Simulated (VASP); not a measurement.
# GeAs5 (P6/mmm) in VASP: notebook

Runs on GeAs5. Level: PBE. Tasks: single point, relaxation of cell and atoms.

All numbers are computed with VASP 6.6.1; they aren't measurements. Logs are shortened: lines on timing, memory, paths and dates and some standing lists are left out, and cuts for length are marked.

### Step 1. The cell of the first run

Symmetry: P6/mmm, No. 191, hexagonal system. Conventional cell: a = 4.175 Å, b = 4.175 Å, c = 10.651 Å, α = 90.00°, β = 90.00°, γ = 120.00°. Ge (site symmetry 6/mmm) has 8 As at 2.41 to 2.92 Å within 3.2 Å. Within 3.2 Å of As (site symmetry 6/mmm) lie 2 As at 2.41 Å. Within 3.2 Å of As (site symmetry -6m2) lie 3 As at 2.41 Å and 3 Ge at 2.41 Å. Within 3.2 Å of As (site symmetry 6mm) lie 1 As at 2.41 Å and 1 Ge at 2.92 Å.

The cell was generated, and may not be a known phase.

### Step 2. Single point, PBE

File INCAR:

```
ALGO     = Fast           # electronic algorithm
EDIFF    = 1E-6           # SCF threshold, eV
ENCUT    = 520            # plane-wave cutoff, eV
GGA      = PE             # functional
ISIF     = 2              # what is computed and relaxed
ISMEAR   = 0              # smearing method
LASPH    = True           # aspherical terms in the spheres
LCHARG   = True           # write CHGCAR
LELF     = True           # ELF
LREAL    = False          # projectors in reciprocal space
LVHAR    = True         
LWAVE    = False          # write WAVECAR
NBANDS   = 28             # bands
NELM     = 80             # most SCF steps
PREC     = Accurate       # precision mode
SIGMA    = 0.1            # smearing width, eV
```

File KPOINTS:

```
k-points
0
Gamma
  6 6 2
```

File POSCAR:

```
GeAs5
1.0
    4.1750953200      0.0000000000      0.0000000000
   -2.0875476600      3.6157386100      0.0000000000
    0.0000000000      0.0000000000     10.6506794300
Ge As
1 5
Direct
    0.0000000000      0.0000000000      0.0000000000
    0.0000000000      0.0000000000      0.5000000000
    0.3333333300      0.6666666700      0.0000000000
    0.6666666700      0.3333333300      0.0000000000
    0.0000000000      0.0000000000      0.7259130300
    0.0000000000      0.0000000000      0.2740869700
```

Potentials or basis: VASP PAW PBE potentials, release 64 (Ge_d, As).

Command:

```sh
$ cat potpaw_PBE.64/Ge_d/POTCAR potpaw_PBE.64/As/POTCAR > POTCAR
$ mpirun -np 1 vasp_std > vasp.out
```

OUTCAR:

```text
EDIFF = 1E-6
   ENCUT = 520
   GGA = PE
   ISIF = 2
   ISMEAR = 0
   LASPH = True
   LREAL = False
   NELM = 80
   PREC = Accurate

 ion  position               nearest neighbor table
   1  0.000  0.000  0.000-   3 2.41   4 2.41   3 2.41   4 2.41   4 2.41   3 2.41   5 2.92   6 2.92

   2  0.000  0.000  0.500-   5 2.41   6 2.41
   3  0.333  0.667  0.000-   4 2.41   1 2.41   4 2.41   1 2.41   1 2.41   4 2.41
   4  0.667  0.333  0.000-   3 2.41   1 2.41   3 2.41   1 2.41   1 2.41   3 2.41
   5  0.000  0.000  0.726-   2 2.41   1 2.92
   6  0.000  0.000  0.274-   2 2.41   1 2.92

  LATTYP: Found a hexagonal cell.
 ALAT       =     4.1750953200
 C/A-ratio  =     2.5510026990

  Lattice vectors:

 A1 = (   4.1750953200,   0.0000000000,   0.0000000000)
 A2 = (  -2.0875476600,   3.6157386100,   0.0000000000)
 A3 = (   0.0000000000,   0.0000000000,  10.6506794300)

Analysis of symmetry for initial positions (statically):
=====================================================================
 Subroutine PRICEL returns:
 Original cell was already a primitive cell.

 Routine SETGRP: Setting up the symmetry group for a
 hexagonal supercell.

 Subroutine GETGRP returns: Found 24 space group operations
 (whereof 24 operations were pure point group operations)
 out of a pool of 24 trial point group operations.

The static configuration has the point symmetry D_6h.

Analysis of symmetry for dynamics (positions and initial velocities):
=====================================================================
 Subroutine PRICEL returns:
 Original cell was already a primitive cell.

 Routine SETGRP: Setting up the symmetry group for a
 hexagonal supercell.

 Subroutine GETGRP returns: Found 24 space group operations
 (whereof 24 operations were pure point group operations)
 out of a pool of 24 trial point group operations.

The dynamic configuration has the point symmetry D_6h.

 Subroutine INISYM returns: Found 24 space group operations
 (whereof 24 operations are pure point group operations),
 and found     1 'primitive' translations

----------------------------------------------------------------------------------------

                                     Primitive cell

  volume of cell :     160.7832

  direct lattice vectors                    reciprocal lattice vectors
     4.175095320  0.000000000  0.000000000     0.239515490  0.138284332  0.000000000
    -2.087547660  3.615738610  0.000000000     0.000000000  0.276568665  0.000000000
     0.000000000  0.000000000 10.650679430     0.000000000  0.000000000  0.093890724

  length of vectors
     4.175095320  4.175095320 10.650679430     0.276568665  0.276568665  0.093890724

  position of ions in fractional coordinates (direct lattice)
     0.000000000  0.000000000  0.000000000
     0.000000000  0.000000000  0.500000000
     0.333333330  0.666666670  0.000000000
     0.666666670  0.333333330  0.000000000
     0.000000000  0.000000000  0.725913030
     0.000000000  0.000000000  0.274086970

  ion indices of the primitive-cell ions
   primitive index   ion index
                 1           1
                 2           2
                 3           3
                 4           4
                 5           5
                 6           6

----------------------------------------------------------------------------------------

 KPOINTS: k-points

Automatic generation of k-mesh.
 Grid dimensions read from file:
 generate k-points for:    6    6    2

 Generating k-lattice:

  Cartesian coordinates                     Fractional coordinates (reciprocal lattice)
     0.039919248  0.023047389  0.000000000     0.166666667  0.000000000  0.000000000
     0.000000000  0.046094777  0.000000000     0.000000000  0.166666667  0.000000000
     0.000000000  0.000000000  0.046945362     0.000000000  0.000000000  0.500000000

  Length of vectors
     0.046094777  0.046094777  0.046945362

  Shift w.r.t. Gamma in fractional coordinates (k-lattice)
     0.000000000  0.000000000  0.000000000

 Subroutine IBZKPT returns following result:
 ===========================================

 Found     14 irreducible k-points:

 Following reciprocal coordinates:
            Coordinates               Weight
  0.000000  0.000000  0.000000      1.000000
  0.166667  0.000000  0.000000      6.000000
  0.333333  0.000000  0.000000      6.000000
  0.500000  0.000000  0.000000      3.000000
  0.166667  0.166667  0.000000      6.000000
  0.333333  0.166667  0.000000     12.000000
  0.333333  0.333333  0.000000      2.000000
  0.000000  0.000000  0.500000      1.000000
  0.166667  0.000000  0.500000      6.000000
  0.333333  0.000000  0.500000      6.000000
  0.500000  0.000000  0.500000      3.000000
  0.166667  0.166667  0.500000      6.000000
  0.333333  0.166667  0.500000     12.000000
  0.333333  0.333333  0.500000      2.000000
   k-points           NKPTS =     14   k-points in BZ     NKDIM =     14   number of bands    NBANDS=     28
[... 28 lines left out ...]
   NELECT =      39.0000    total number of electrons
   NUPDOWN=      -1.0000    fix difference up-down
   EMIN   =  10.00;   EMAX   =-10.00  energy-range for DOS
   EFERMI =   0.00;   METHOD = LEGACY
   ISMEAR =     0;   SIGMA  =   0.10  broadening in eV -4-tet -1-fermi 0-gaus
   EFERMI_NEDOS =   21; number of points for ismear=-14 and -15
   IALGO  =     68    algorithm
   IMIX   =      4    mixing-type and parameters
     AMIX     =   0.40;   BMIX     =  1.00
     AMIX_MAG =   1.60;   BMIX_MAG =  1.00
  volume/ion in A,a.u.               =      26.80       180.84
  Fermi-wavevector in a.u.,A,eV,Ry     =   1.020977  1.929367 14.182642  1.042395
  Thomas-Fermi vector in A             =   2.154577
   LORBIT       =      0    0 simple, 1 ext, 2 COOP (PROOUT), +10 PAW based schemes
   GGA     = PE    functional components
   LHFCALC =     F    Hartree Fock is set to
   AEXX    =    0.0000 exact exchange contribution
   IVDW    =     0    specifies the selected vdW correction
   LEPSILON=     F    determine dielectric tensor
   LRPA    =     F    only Hartree local field effects (RPA)
 non-spin polarized calculation
 RMM-DIIS sequential band-by-band and
 Gauss-broadening in eV      SIGMA  =   0.10
  energy-cutoff  :      520.00
  volume of cell :      160.78
 maximum number of plane-waves:      4365
 NGX is ok and might be reduce to    32
   NGX = 15   NGY = 15   NGZ = 39

 number of electron      38.9999994 magnetization

 Free energy of the ion-electron system (eV)
  ---------------------------------------------------
  ext. energy  EPLUGINS =         0.00000000
  ---------------------------------------------------
  free energy    TOTEN  =       -19.71954854 eV

  energy without entropy =      -19.69902266  energy(sigma->0) =      -19.70928560

 E-fermi :   2.9052     XC(G=0):  -8.8013

 val. band max:        2.8868958197   @ k =   0.5000   0.0000   0.0000
 cond. band min:       2.9756672367   @ k =   0.3333   0.0000   0.0000
 fundamental gap:      0.0887714170
 Fermi energy:         2.9051959739

 k-point     1 :       0.0000    0.0000    0.0000
  band No.  band energies     occupation
      1     -22.1013      2.00000
      2     -22.1012      2.00000
      3     -22.0501      2.00000
      4     -21.9987      2.00000
      5     -21.9987      2.00000
      6     -13.6837      2.00000
[... 20 lines left out ...]
     27       7.1436      0.00000
     28       9.1449      0.00000

 k-point     2 :       0.1667    0.0000    0.0000
  band No.  band energies     occupation
      1     -22.1021      2.00000
      2     -22.0972      2.00000
      3     -22.0456      2.00000
      4     -21.9995      2.00000
      5     -21.9988      2.00000
      6     -13.3757      2.00000
[... 20 lines left out ...]
     27       8.1123      0.00000
     28       9.3031      0.00000

 k-point     3 :       0.3333    0.0000    0.0000
  band No.  band energies     occupation
      1     -22.1043      2.00000
      2     -22.0892      2.00000
      3     -22.0364      2.00000
      4     -22.0012      2.00000
      5     -21.9990      2.00000
      6     -12.4526      2.00000
[... 306 lines left out ...]
      3     -22.0324      2.00000
      4     -22.0015      2.00000
      5     -21.9996      2.00000
      6     -11.5463      2.00000
[... 20 lines left out ...]
     27       8.5653      0.00000
     28       9.1434      0.00000

 k-point    14 :       0.3333    0.3333    0.5000
  band No.  band energies     occupation
      1     -22.0939      2.00000
      2     -22.0939      2.00000
      3     -22.0310      2.00000
      4     -22.0008      2.00000
      5     -22.0008      2.00000
      6     -10.2437      2.00000
[... 20 lines left out ...]
     27       9.3114      0.00000
     28       9.3116      0.00000

------------------------ aborting loop because EDIFF is reached ----------------------------------------

  FORCE on cell =-STRESS in cart. coord.  units (eV):
  Direction    XX          YY          ZZ          XY          YZ          ZX
  --------------------------------------------------------------------------------------
  -------------------------------------------------------------------------------------
  Total       24.3305157     24.3305157     -9.3224736      0.0000000      0.0000000      0.0000000
  in kB      242.4494266    242.4494266    -92.8968547      0.0000000      0.0000000      0.0000000
  external PRESSURE =     130.6673328 kB  Pullay stress =       0.0000000 kB

 VOLUME and BASIS-vectors are now :
 -----------------------------------------------------------------------------
  energy-cutoff  :      520.00
  volume of cell :      160.78
      direct lattice vectors                 reciprocal lattice vectors
     4.175095320  0.000000000  0.000000000     0.239515490  0.138284332  0.000000000
    -2.087547660  3.615738610  0.000000000     0.000000000  0.276568665  0.000000000
     0.000000000  0.000000000 10.650679430     0.000000000  0.000000000  0.093890724

 POSITION                                       TOTAL-FORCE (eV/Angst)
 -----------------------------------------------------------------------------------
      0.00000      0.00000      0.00000         0.000000     -0.000000      0.000000
      0.00000      0.00000      5.32534         0.000000     -0.000000      0.000000
     -0.00000      2.41049      0.00000        -0.000000      0.000000      0.000000
      2.08755      1.20525      0.00000         0.000000     -0.000000      0.000000
      0.00000      0.00000      7.73147         0.000000     -0.000000     -1.196036
      0.00000      0.00000      2.91921         0.000000     -0.000000      1.196036
 -----------------------------------------------------------------------------------
    total drift:                                0.000000     -0.000000      0.000000

  FREE ENERGIE OF THE ION-ELECTRON SYSTEM (eV)
  ---------------------------------------------------
  free  energy   TOTEN  =       -19.7195485352 eV

  energy  without entropy=      -19.6990226606  energy(sigma->0) =      -19.70928560
```

Wall time 2.3 min (1 thread of Oxide Virtual Turin-like, shared host); peak memory 0.25 GiB.

What came out:

| Quantity | Value |
| --- | --- |
| Free energy | -19.7195 eV |
| Pressure | 13.1 GPa |
| Largest force | 1.196 eV/Å |
| Band gap on the k mesh | zero (an odd number of electrons rules out a gap without spin polarisation) |

Forces on the atoms (eV/Å):
```
Ge   0.000  0.000  0.000
As   0.000  0.000  0.000
As   0.000  0.000  0.000
As   0.000  0.000  0.000
As   0.000  0.000 -1.196
As   0.000  0.000  1.196
```

Levels at points of the mesh, in eV from the Fermi level:
```
           k point  band 16  band 17  band 18  band 19  band 20  band 21  band 22  band 23
(0.00, 0.00, 0.00)    -3.94    -2.35    -0.50    -0.50     0.56     0.56     0.57     2.32
(0.50, 0.00, 0.00)    -1.07    -0.96    -0.81    -0.07    -0.02     0.80     1.70     1.76
(0.00, 0.00, 0.50)    -4.20    -2.79    -0.56    -0.56     0.73     0.73     0.85     2.14
(0.50, 0.00, 0.50)    -2.38    -1.79    -1.13     0.12     0.45     0.74     1.52     3.17
```

Caveat: the stress differs along the axes, from -9 to 24 GPa; an odd number of electrons without spin polarisation forces a metal; a magnetic or distorted state may lie lower.

### Step 3. Single point, PBE

This run uses another cell than the first one, of 32.72 Å³/atom.

File INCAR:

```
PREC = Accurate
ENCUT = 520
EDIFF = 1E-6
ISMEAR = 0
SIGMA = 0.1
LREAL = F
LASPH = T
NELM = 100
ALGO = Normal
ISIF = 2
LWAVE = F
LCHARG = T
GGA = PE
LELF = T
LVHAR = T
NBANDS = 28
```

File KPOINTS:

```
Automatic mesh
0
Gamma
  6 6 2
```

File POSCAR:

```
GeAs5
1.0
    4.8210418995      0.0000000000      0.0000000000
   -2.4105209498      4.1751447577      0.0000000000
    0.0000000000      0.0000000000      9.7523890962
Ge As
1 5
Direct
    0.0000000000      0.0000000000      0.0000000000
    0.0000000000      0.0000000000      0.5000000000
    0.3333333333      0.6666666667      0.0000000000
    0.6666666667      0.3333333333      0.0000000000
    0.0000000000      0.0000000000      0.7360664317
    0.0000000000      0.0000000000      0.2639335683
```

Potentials or basis: VASP PAW PBE potentials, release 64 (Ge_d, As).

Command:

```sh
$ cat potpaw_PBE.64/Ge_d/POTCAR potpaw_PBE.64/As/POTCAR > POTCAR
$ mpirun -np 1 vasp_std > vasp.out
```

Wall time 2.6 min (1 thread of Oxide Virtual Turin-like, shared host); peak memory 0.3 GiB.

The run converged. Its results:

```
Free energy            : -23.0328 eV
Pressure               : 0.2 GPa
Largest force          : 0.048 eV/Å
Band gap on the k mesh : zero (an odd number of electrons rules out a gap without spin polarisation)
```

Forces on the atoms (eV/Å):
```
Ge   0.000  0.000  0.000
As   0.000  0.000  0.000
As   0.000  0.000  0.000
As   0.000  0.000  0.000
As   0.000  0.000  0.048
As   0.000  0.000 -0.048
```

Stress tensor (GPa, compression positive):
```
0.14 0.00 0.00
0.00 0.14 0.00
0.00 0.00 0.40
```

Levels at points of the mesh, in eV from the Fermi level:
| k point | band 17 | band 18 | band 19 | band 20 | band 21 | band 22 |
| --- | --- | --- | --- | --- | --- | --- |
| (0.00, 0.00, 0.00) | -1.51 | -1.06 | -1.06 | -0.08 | -0.08 | 1.35 |
| (0.50, 0.00, 0.00) | -0.39 | -0.36 | 0.34 | 0.43 | 0.50 | 1.50 |
| (0.00, 0.00, 0.50) | -2.02 | -1.31 | -1.31 | 0.10 | 0.51 | 0.51 |
| (0.50, 0.00, 0.50) | -1.37 | -1.04 | -0.01 | 0.02 | 0.85 | 0.97 |

Caveat: an odd number of electrons without spin polarisation forces a metal; a magnetic or distorted state may lie lower.

### Step 4. Relaxation of cell and atoms, PBE

File INCAR:

```
  ALGO = Normal
  EDIFF = 1E-7
  EDIFFG = -0.04
  ENCUT = 600
  GGA = PE
  IBRION = 2
  ISIF = 3
  ISMEAR = 0
  LASPH = T
  LCHARG = F
  LREAL = F
  LWAVE = F
  NELM = 100
  NSW = 90
  PREC = Accurate
  SIGMA = 0.1
```

File KPOINTS:

```
k-points
0
Gamma
  6 6 2
```

File POSCAR:

```
GeAs5
1.0
    4.1750953200      0.0000000000      0.0000000000
   -2.0875476600      3.6157386100      0.0000000000
    0.0000000000      0.0000000000     10.6506794300
Ge As
1 5
Direct
    0.0000000000      0.0000000000      0.0000000000
    0.0000000000      0.0000000000      0.5000000000
    0.3333333300      0.6666666700      0.0000000000
    0.6666666700      0.3333333300      0.0000000000
    0.0000000000      0.0000000000      0.7259130300
    0.0000000000      0.0000000000      0.2740869700
```

Command:

```sh
$ cat potpaw_PBE.64/Ge_d/POTCAR potpaw_PBE.64/As/POTCAR > POTCAR
$ mpirun -np 1 vasp_std > vasp.out
```

Run time: 26 min. Hardware: 1 thread of Oxide Virtual Turin-like, shared host; peak memory 0.35 GiB.

The run converged. Its results:

- Free energy: -23.0306 eV
- Relaxed volume: 32.96 Å³/atom
- Relaxed cell: a = 4.834 Å, b = 4.834 Å, c = 9.770 Å, α = 90.00°, β = 90.00°, γ = 120.00°
- Space group after relaxing (to 0.1 Å): P6/mmm (No. 191)
- Energy gained by relaxing: 551.8 meV/atom
- Ionic steps: 14
- Pressure after relaxing: -0.1 GPa
- Largest force after relaxing: 0.006 eV/Å
- Band gap on the k mesh: zero (an odd number of electrons rules out a gap without spin polarisation)

Forces in eV/Å, atoms in the order of the input:
```
Ge   0.000  0.000  0.000
As   0.000  0.000  0.000
As   0.000  0.000  0.000
As   0.000  0.000  0.000
As   0.000  0.000 -0.006
As   0.000  0.000  0.006
```

Stress tensor (GPa, compression positive):
```
-0.12  0.00  0.00
 0.00 -0.12  0.00
 0.00  0.00 -0.02
```

The path:
| step | energy change (eV) | largest force (eV/Å) | pressure (GPa) | volume (Å³) |
| --- | --- | --- | --- | --- |
| 1 | 0.0000 | 1.1963 | 13.06 | 160.78 |
| 2 | -2.9516 | 1.7842 | -0.38 | 212.60 |
| 3 | -3.1912 | 0.6607 | 0.51 | 197.80 |
| 4 | -3.1946 | 0.7962 | 0.32 | 199.58 |
| 5 | -3.1943 | 0.7366 | 0.40 | 198.80 |
| 6 | -3.2267 | 0.2362 | -0.46 | 200.75 |
| 7 | -3.2282 | 0.1186 | -0.67 | 201.29 |
| 8 | -3.2534 | 0.1492 | -0.61 | 200.73 |
| 9 | -3.3034 | 0.2228 | -0.19 | 198.99 |
| 10 | -3.3040 | 0.1704 | 0.06 | 198.28 |
| 11 | -3.3056 | 0.2027 | -0.06 | 198.62 |
| 12 | -3.3098 | 0.0349 | -0.08 | 198.07 |
| 13 | -3.3099 | 0.0067 | -0.07 | 197.94 |
| 14 | -3.3107 | 0.0061 | -0.09 | 197.75 |

Final structure:
```xyz
6
Lattice="4.8345 0.0000 0.0000 -2.4172 4.1868 0.0000 0.0000 0.0000 9.7696" Properties=species:S:1:pos:R:3 pbc="T T T"
Ge    4.8345    0.0000    0.0000
As    4.8345    0.0000    4.8848
As    0.0000    2.7912    0.0000
As    2.4172    1.3956    0.0000
As    4.8345    0.0000    7.1940
As    4.8345    0.0000    2.5756
```

Levels at points of the mesh, in eV from the Fermi level:
| k point | band 17 | band 18 | band 19 | band 20 | band 21 | band 22 |
| --- | --- | --- | --- | --- | --- | --- |
| (0.00, 0.00, 0.00) | -1.50 | -1.04 | -1.04 | -0.08 | -0.08 | 1.33 |
| (0.50, 0.00, 0.00) | -0.39 | -0.35 | 0.31 | 0.44 | 0.47 | 1.49 |
| (0.00, 0.00, 0.50) | -2.02 | -1.29 | -1.29 | 0.08 | 0.50 | 0.50 |
| (0.50, 0.00, 0.50) | -1.35 | -1.03 | -0.01 | 0.01 | 0.82 | 0.95 |

Caveat: the volume moved by over 15 % at a fixed basis, so the end points are rough; an odd number of electrons without spin polarisation forces a metal; a magnetic or distorted state may lie lower.

### Step 5. The runs side by side

```csv
task,cell,cutoff (eV),gap on the mesh (eV),pressure (GPa),largest force (eV/Å)
single point,"a = 4.175, b = 4.175, c = 10.651 Å, angles 90.0, 90.0, 120.0°, 6 atoms, atomic positions A",520,none,13.1,1.20
single point,"a = 4.821, b = 4.821, c = 9.752 Å, angles 90.0, 90.0, 120.0°, 6 atoms, atomic positions B",520,none,0.2,0.05
relaxation of cell and atoms,"relaxed from a = 4.175, b = 4.175, c = 10.651 Å, angles 90.0, 90.0, 120.0°, 6 atoms, atomic positions A",600,none,-0.1,0.01
```

Alike in all rows: level PBE; potentials or basis VASP PAW PBE potentials, release 64 (Ge_d, As); no spin polarisation; k mesh 6 × 6 × 2; smearing gaussian 0.1 eV.

Caveats: an odd number of electrons without spin polarisation forces a metal; a magnetic or distorted state may lie lower; the stress differs along the axes, from -9 to 24 GPa (at least some runs); the volume moved by over 15 % at a fixed basis, so the end points are rough (at least some runs).

Total energies depend on the potentials used, so only differences within one code and one set of settings carry meaning.

The gap in the log of VASP goes by the Fermi energy; the results here count the filled bands.